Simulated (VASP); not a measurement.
# NaCl (Pm-3m) in VASP: single point with r2SCAN

Aim: the single point of NaCl with r2SCAN.

Program: VASP 6.6.1. These are calculated values, not measurements. Logs are shortened: lines on timing, memory, paths and dates and some standing lists are left out, and cuts for length are marked.

## 1. The cell of the first run

The structure is cubic, space group Pm-3m (No. 221). Conventional cell: a = 2.860 Å, b = 2.860 Å, c = 2.860 Å, α = 90.00°, β = 90.00°, γ = 90.00°. Within 3.3 Å of Na (site symmetry m-3m) lie 8 Cl at 2.48 Å and 6 Na at 2.86 Å. Within 3.3 Å of Cl (site symmetry m-3m) lie 8 Na at 2.48 Å and 6 Cl at 2.86 Å.

## 2. Single point, r2SCAN

File POSCAR:

```
NaCl
1.0
    2.8600000000      0.0000000000      0.0000000000
    0.0000000000      2.8600000000      0.0000000000
    0.0000000000      0.0000000000      2.8600000000
Na Cl
1 1
Direct
    0.0000000000      0.0000000000      0.0000000000
    0.5000000000      0.5000000000      0.5000000000
```

File INCAR.step1:

```
SYSTEM = NaCl
PREC = Accurate
ENCUT = 520
ISMEAR = 0
SIGMA = 0.01
LREAL = .False.
LASPH = .True.
NELM = 80
NBANDS = 14
GGA = PE
ALGO = Normal
EDIFF = 1E-4
LWAVE = .True.
LCHARG = .False.
```

File INCAR.step2:

```
SYSTEM = NaCl
PREC = Accurate
ENCUT = 520
EDIFF = 1E-6
ISMEAR = 0
SIGMA = 0.01
LREAL = .False.
LASPH = .True.
NELM = 80
ALGO = Normal
ISIF = 2
LWAVE = .False.
LCHARG = .True.
METAGGA = R2SCAN
LMIXTAU = .True.
LELF = .True.
LVHAR = .True.
NBANDS = 14
ISTART = 1
```

File KPOINTS:

```
regular mesh
0
Gamma
  6 6 6
  0 0 0
```

Potentials or basis: VASP PAW PBE potentials, release 64 (Na_pv, Cl).

Run with:

```bash
cat potpaw_PBE.64/Na_pv/POTCAR potpaw_PBE.64/Cl/POTCAR > POTCAR
cp INCAR.step1 INCAR
mpirun -np 1 vasp_std > vasp.out
cp INCAR.step2 INCAR
mpirun -np 1 vasp_std > vasp.out
```

OUTCAR:

```text
SYSTEM = NaCl
   PREC = Accurate
   ENCUT = 520
   EDIFF = 1E-6
   ISMEAR = 0
   LREAL = .False.
   LASPH = .True.
   NELM = 80
   ISIF = 2
   METAGGA = R2SCAN
   ISTART = 1

 ion  position               nearest neighbor table
   1  0.000  0.000  0.000-   2 2.48   2 2.48   2 2.48   2 2.48   2 2.48   2 2.48   2 2.48   2 2.48

   2  0.500  0.500  0.500-   1 2.48   1 2.48   1 2.48   1 2.48   1 2.48   1 2.48   1 2.48   1 2.48

  LATTYP: Found a simple cubic cell.
 ALAT       =     2.8600000000

  Lattice vectors:

 A1 = (   2.8600000000,   0.0000000000,   0.0000000000)
 A2 = (   0.0000000000,   2.8600000000,   0.0000000000)
 A3 = (   0.0000000000,   0.0000000000,   2.8600000000)

Analysis of symmetry for initial positions (statically):
=====================================================================
 Subroutine PRICEL returns:
 Original cell was already a primitive cell.

 Routine SETGRP: Setting up the symmetry group for a
 simple cubic supercell.

 Subroutine GETGRP returns: Found 48 space group operations
 (whereof 48 operations were pure point group operations)
 out of a pool of 48 trial point group operations.

The static configuration has the point symmetry O_h .

Analysis of symmetry for dynamics (positions and initial velocities):
=====================================================================
 Subroutine PRICEL returns:
 Original cell was already a primitive cell.

 Routine SETGRP: Setting up the symmetry group for a
 simple cubic supercell.

 Subroutine GETGRP returns: Found 48 space group operations
 (whereof 48 operations were pure point group operations)
 out of a pool of 48 trial point group operations.

The dynamic configuration has the point symmetry O_h .

 Subroutine INISYM returns: Found 48 space group operations
 (whereof 48 operations are pure point group operations),
 and found     1 'primitive' translations

----------------------------------------------------------------------------------------

                                     Primitive cell

  volume of cell :      23.3937

  direct lattice vectors                    reciprocal lattice vectors
     2.860000000  0.000000000  0.000000000     0.349650350  0.000000000  0.000000000
     0.000000000  2.860000000  0.000000000     0.000000000  0.349650350  0.000000000
     0.000000000  0.000000000  2.860000000     0.000000000  0.000000000  0.349650350

  length of vectors
     2.860000000  2.860000000  2.860000000     0.349650350  0.349650350  0.349650350

  position of ions in fractional coordinates (direct lattice)
     0.000000000  0.000000000  0.000000000
     0.500000000  0.500000000  0.500000000

  ion indices of the primitive-cell ions
   primitive index   ion index
                 1           1
                 2           2

----------------------------------------------------------------------------------------

 KPOINTS: regular mesh

Automatic generation of k-mesh.
 Grid dimensions read from file:
 generate k-points for:    6    6    6

 Generating k-lattice:

  Cartesian coordinates                     Fractional coordinates (reciprocal lattice)
     0.058275058  0.000000000  0.000000000     0.166666667  0.000000000  0.000000000
     0.000000000  0.058275058  0.000000000     0.000000000  0.166666667  0.000000000
     0.000000000  0.000000000  0.058275058     0.000000000  0.000000000  0.166666667

  Length of vectors
     0.058275058  0.058275058  0.058275058

  Shift w.r.t. Gamma in fractional coordinates (k-lattice)
     0.000000000  0.000000000  0.000000000

 Subroutine IBZKPT returns following result:
 ===========================================

 Found     20 irreducible k-points:

 Following reciprocal coordinates:
            Coordinates               Weight
  0.000000  0.000000  0.000000      1.000000
  0.166667  0.000000  0.000000      6.000000
  0.333333  0.000000  0.000000      6.000000
  0.500000  0.000000  0.000000      3.000000
  0.166667  0.166667  0.000000     12.000000
  0.333333  0.166667  0.000000     24.000000
[... 12 lines left out ...]
  0.500000  0.500000  0.333333      6.000000
  0.500000  0.500000  0.500000      1.000000
   k-points           NKPTS =     20   k-points in BZ     NKDIM =     20   number of bands    NBANDS=     14
   number of dos      NEDOS =    301   number of ions     NIONS =      2
   total plane-waves  NPLWV =  13824
   dimension x,y,z NGX =    24 NGY =   24 NGZ =   24
   dimension x,y,z NGXF=    48 NGYF=   48 NGZF=   48
   ions per type =               1   1
   NGX,Y,Z   is equivalent  to a cutoff of  13.95, 13.95, 13.95 a.u.
   NGXF,Y,Z  is equivalent  to a cutoff of  27.90, 27.90, 27.90 a.u.
 SYSTEM =  NaCl
   PREC   = accura    normal or accurate (medium, high low for compatibility)
   ISTART =      1    job   : 0-new  1-cont  2-samecut
   ICHARG =      0    charge: 1-file 2-atom 10-const
   ISPIN  =      1    spin polarized calculation?
   LNONCOLLINEAR =      F non collinear calculations
   LSORBIT =      F    spin-orbit coupling
   LASPH  =      T    aspherical Exc in radial PAW
   ENCUT  =  520.0 eV  38.22 Ry    6.18 a.u.   5.32  5.32  5.32*2*pi/ulx,y,z
   NELM   =     80;   NELMIN=  2; NELMDL=  0     # of ELM steps
   EDIFF  = 0.1E-05   stopping-criterion for ELM
   LREAL  =      F    real-space projection
   EDIFFG = 0.1E-04   stopping-criterion for IOM
   NSW    =      0    number of steps for IOM
   IBRION =     -1    ionic relax: 0-MD 1-quasi-New 2-CG
   NFREE  =      0    steps in history (QN), initial steepest desc. (CG)
   ISIF   =      2    stress and relaxation
   ISYM   =      2    0-nonsym 1-usesym 2-fastsym
   POTIM  = 0.5000    time-step for ionic-motion
   TEBEG  =    0.0;   TEEND  =   0.0 temperature during run
   PSTRESS=    0.0 pullay stress
   NELECT =      14.0000    total number of electrons
   NUPDOWN=      -1.0000    fix difference up-down
   EMIN   =  10.00;   EMAX   =-10.00  energy-range for DOS
   EFERMI =   0.00;   METHOD = LEGACY
   ISMEAR =     0;   SIGMA  =   0.01  broadening in eV -4-tet -1-fermi 0-gaus
   EFERMI_NEDOS =   21; number of points for ismear=-14 and -15
   IALGO  =     38    algorithm
   IMIX   =      4    mixing-type and parameters
     AMIX     =   0.40;   BMIX     =  1.00
     AMIX_MAG =   1.60;   BMIX_MAG =  1.00
  volume/ion in A,a.u.               =      11.70        78.93
  Fermi-wavevector in a.u.,A,eV,Ry     =   1.379595  2.607056 25.895713  1.903281
  Thomas-Fermi vector in A             =   2.504550
   LORBIT       =      0    0 simple, 1 ext, 2 COOP (PROOUT), +10 PAW based schemes
   METAGGA = R2SCAN    functional components
   LHFCALC =     F    Hartree Fock is set to
   AEXX    =    0.0000 exact exchange contribution
   IVDW    =     0    specifies the selected vdW correction
   LEPSILON=     F    determine dielectric tensor
   LRPA    =     F    only Hartree local field effects (RPA)
 non-spin polarized calculation
 Gauss-broadening in eV      SIGMA  =   0.01
  energy-cutoff  :      520.00
  volume of cell :       23.39
 maximum number of plane-waves:       648
 NGX is ok and might be reduce to    24
   NGX = 11   NGY = 11   NGZ = 11

 number of electron      13.9999997 magnetization

 Free energy of the ion-electron system (eV)
  ---------------------------------------------------
  ext. energy  EPLUGINS =         0.00000000
  ---------------------------------------------------
  free energy    TOTEN  =       -11.40560533 eV

  energy without entropy =      -11.40560533  energy(sigma->0) =      -11.40560533

 E-fermi :   6.5398     XC(G=0): -12.1158

 val. band max:        6.4550351596   @ k =   0.5000   0.5000   0.0000
 cond. band min:      11.5242288840   @ k =   0.5000   0.5000   0.0000
 fundamental gap:      5.0691937244
 Fermi energy:         6.5398361563

 k-point     1 :       0.0000    0.0000    0.0000
  band No.  band energies     occupation
      1     -17.0867      2.00000
      2     -17.0867      2.00000
      3     -17.0867      2.00000
      4     -11.1826      2.00000
      5       5.1697      2.00000
      6       5.1697      2.00000
      7       5.1697      2.00000
      8      13.6677      0.00000
      9      13.6677      0.00000
     10      15.0053      0.00000
     11      25.0252      0.00000
     12      25.0252      0.00000
     13      25.0252      0.00000
     14      30.6323      0.00000

 k-point     2 :       0.1667    0.0000    0.0000
  band No.  band energies     occupation
      1     -17.1989      2.00000
      2     -17.0778      2.00000
      3     -17.0778      2.00000
      4     -10.8234      2.00000
      5       3.3196      2.00000
      6       5.2792      2.00000
      7       5.2792      2.00000
      8      14.1172      0.00000
      9      14.8016      0.00000
     10      16.8724      0.00000
     11      23.1829      0.00000
     12      23.1829      0.00000
     13      25.3470      0.00000
     14      27.2548      0.00000

 k-point     3 :       0.3333    0.0000    0.0000
  band No.  band energies     occupation
      1     -17.4070      2.00000
      2     -17.0602      2.00000
      3     -17.0602      2.00000
      4     -10.0101      2.00000
      5       0.6452      2.00000
      6       5.5131      2.00000
      7       5.5131      2.00000
      8      15.3476      0.00000
      9      15.9866      0.00000
     10      20.6510      0.00000
     11      20.8868      0.00000
     12      20.8868      0.00000
     13      23.1043      0.00000
     14      26.1239      0.00000
[... 256 lines left out ...]
 k-point    19 :       0.5000    0.5000    0.3333
  band No.  band energies     occupation
      1     -17.2751      2.00000
      2     -17.2751      2.00000
      3     -17.1996      2.00000
      4      -7.8697      2.00000
      5       1.3764      2.00000
      6       1.3764      2.00000
      7       2.5838      2.00000
      8      12.9033      0.00000
      9      14.4576      0.00000
     10      14.4576      0.00000
     11      25.5614      0.00000
     12      26.2815      0.00000
     13      30.0464      0.00000
     14      30.0464      0.00000

 k-point    20 :       0.5000    0.5000    0.5000
  band No.  band energies     occupation
      1     -17.2571      2.00000
      2     -17.2571      2.00000
      3     -17.2571      2.00000
      4      -7.4955      2.00000
      5       1.5258      2.00000
      6       1.5258      2.00000
      7       1.5258      2.00000
      8      13.4664      0.00000
      9      13.4664      0.00000
     10      13.4664      0.00000
     11      25.0080      0.00000
     12      30.9749      0.00000
     13      31.1132      0.00000
     14      31.1189      0.00000

------------------------ aborting loop because EDIFF is reached ----------------------------------------

  FORCE on cell =-STRESS in cart. coord.  units (eV):
  Direction    XX          YY          ZZ          XY          YZ          ZX
  --------------------------------------------------------------------------------------
  -------------------------------------------------------------------------------------
  Total        9.2673407      9.2673407      9.2673407     -0.0000000     -0.0000000     -0.0000000
  in kB      634.6987037    634.6987037    634.6987037     -0.0000000     -0.0000000     -0.0000000
  external PRESSURE =     634.6987037 kB  Pullay stress =       0.0000000 kB

 VOLUME and BASIS-vectors are now :
 -----------------------------------------------------------------------------
  energy-cutoff  :      520.00
  volume of cell :       23.39
      direct lattice vectors                 reciprocal lattice vectors
     2.860000000  0.000000000  0.000000000     0.349650350  0.000000000  0.000000000
     0.000000000  2.860000000  0.000000000     0.000000000  0.349650350  0.000000000
     0.000000000  0.000000000  2.860000000     0.000000000  0.000000000  0.349650350

 POSITION                                       TOTAL-FORCE (eV/Angst)
 -----------------------------------------------------------------------------------
      0.00000      0.00000      0.00000         0.000000      0.000000      0.000000
      1.43000      1.43000      1.43000         0.000000      0.000000      0.000000
 -----------------------------------------------------------------------------------
    total drift:                                0.000000     -0.000000     -0.000000

  FREE ENERGIE OF THE ION-ELECTRON SYSTEM (eV)
  ---------------------------------------------------
  free  energy   TOTEN  =       -11.4056053262 eV

  energy  without entropy=      -11.4056053262  energy(sigma->0) =      -11.40560533
```

Wall time 21 s (1 thread of Intel Xeon 8259CL, shared host); peak memory 0.14 GiB.

Results:

- Free energy: -11.4056 eV
- Pressure: 63.5 GPa
- Band gap on the k mesh: 5.07 eV

Caveat: the cell stands under pressure; the PAW data sets were made with another functional, which shifts forces and pressure a little. A k mesh can miss the band edges.
